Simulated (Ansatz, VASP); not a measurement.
## Y2C: VASP beside Ansatz

```
Y C
1.0
     1.81844    1.04988    6.00789
    -1.81844    1.04988    6.00789
     0.00000   -2.09975    6.00789
Y C
2 1
Direct
  0.25793 0.25793 0.25793
  0.74207 0.74207 0.74207
  0.00000 0.00000 0.00000
```

Change from the starting cell: volume scaled by 1.01, crystal datasets.

Alike in both runs: task electric field gradients; functional PBEsol; k mesh 11 × 11 × 11; occupations fermi-dirac, width 0.05 eV; no spin polarisation.

|  | VASP | Ansatz |
| --- | --- | --- |
| version | VASP 6.6.1 | Ansatz 0.2.0 |
| potentials or method | VASP PAW PBE potentials, release 64 (Y_sv, C), cutoff 520 eV | all-electron PAW with datasets made for the crystal, scalar-relativistic |

|  | VASP | Ansatz | Ansatz less VASP |
| --- | --- | --- | --- |
| pressure (GPa) | -3.7 | -3.6 | +0.07 |
| traceless stress, the component that is largest in VASP (GPa) | 1.34 | 1.34 | 0.000 |
| rms of the force components (eV/Å) | 0.290 | 0.289 | -0.0006 |
| size of Vzz on the site where it differs most (V/Å²) | 13.3 | 14.0 | +0.69 |

VASP's potentials were made for PBE, not for PBEsol. Atom by atom the forces differ by 0.001 eV/Å (rms over components). Ansatz ran all-electron here, and VASP with PAW potentials.
